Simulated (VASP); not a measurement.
Here is a VASP 6.6.1 calculation.

The input INCAR:

```
SYSTEM = MgO
PREC     = Accurate       ! precision mode
ENCUT    = 600            ! plane-wave cutoff, eV
EDIFF    = 1E-7           ! SCF threshold, eV
ISMEAR   = 0              ! smearing method
SIGMA    = 0.02           ! smearing width, eV
LREAL    = .FALSE.        ! projectors in reciprocal space
LASPH    = .TRUE.         ! aspherical terms in the spheres
NELM     = 120            ! most SCF steps
ALGO     = Normal         ! electronic algorithm
ISIF     = 3              ! what is computed and relaxed
LWAVE    = .FALSE.        ! write WAVECAR
LCHARG   = .FALSE.        ! write CHGCAR
GGA      = PE             ! functional
IBRION   = 2              ! ionic algorithm
NSW      = 100            ! ionic steps
EDIFFG   = -0.002         ! ionic threshold
GGA_COMPAT= .FALSE.      
NELMIN   = 4
```

KPOINTS

```
Automatic mesh
0
G
  8 8 8
  0 0 0
```

File POSCAR:

```
MgO
1.0
    0.0000000000      2.1245000000      2.1245000000
    2.1245000000      0.0000000000      2.1245000000
    2.1245000000      2.1245000000      0.0000000000
Mg O
1 1
Direct
    0.0000000000      0.0000000000      0.0000000000
    0.5000000000      0.5000000000      0.5000000000
```

Potentials or basis: VASP PAW PBE potentials, release 64 (Mg, O).

The run is started by

```sh
$ cat potpaw_PBE.64/Mg/POTCAR potpaw_PBE.64/O/POTCAR > POTCAR
$ mpirun -np 1 vasp_std > vasp.out
```

**Question.** Estimate the space group after relaxing (to 0.1 Å).

**Answer.** Fm-3m (No. 225).

**Question.** Estimate the relaxed volume.

**Answer.** 9.56 Å³/atom.

Final structure:
```xyz
2
Lattice="0.0000 2.1224 2.1224 2.1224 0.0000 2.1224 2.1224 2.1224 0.0000" Properties=species:S:1:pos:R:3 pbc="T T T"
Mg    0.0000    0.0000    0.0000
O     2.1224    2.1224    2.1224
```
